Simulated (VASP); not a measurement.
Ta3AsAu2O13:

```xyz
19
Lattice="5.7238 -0.0075 -0.0040 1.3028 6.2550 0.0056 0.2757 1.3007 8.3675" Properties=species:S:1:pos:R:3 pbc="T T T"
Ta    1.8016    2.6675    4.8901
Ta    0.6106    1.9943    8.3559
Ta    4.2828    4.5395    4.2252
As    4.7578    6.6860    6.9518
Au    3.4916    0.8150    1.5556
Au    1.4492    5.7148    3.7432
O     4.8936    5.2811    5.9496
O     3.3221    1.7411    5.8246
O     6.2809    6.7422    7.6940
O     3.3672    6.6706    7.9235
O     4.5687    1.8638    0.2577
O     1.7240    1.5064    0.9269
O     0.9962    1.2256    4.1088
O     3.3758    2.9946    3.6400
O     0.9058    2.6910    6.5776
O     6.1615    3.9169    3.8186
O     4.0664    5.7780    2.9290
O     2.4385    4.7506    5.2300
O     6.5613    6.2408    1.8957
```

Base run:

```yaml
Program: VASP 6.6.1
Functional: revPBE
Potentials_or_basis: VASP PAW PBE potentials, release 64 (Ta_pv, As, Au, O)
Cutoff: 520 eV
k_mesh: 4 × 4 × 3
Occupations: fermi-dirac, width 0.05 eV
Spin: no spin polarisation
```

Its results: band gap on the k mesh 1.27 eV (least direct gap 1.33 eV); pressure 3.2 GPa; largest force 0.446 eV/Å.

**Question.** The run is repeated on the same cell with these changes: functional from revPBE to RPBE. What comes out?

**Answer.** Band gap on the k mesh 1.28 eV (least direct gap 1.34 eV); pressure 3.9 GPa; largest force 0.486 eV/Å.

Caveats: the cell stands under pressure; the PAW data sets were made with another functional, which shifts forces and pressure a little; spin-orbit coupling is left out, which moves the levels of the heavy elements.

A k mesh can miss the band edges.
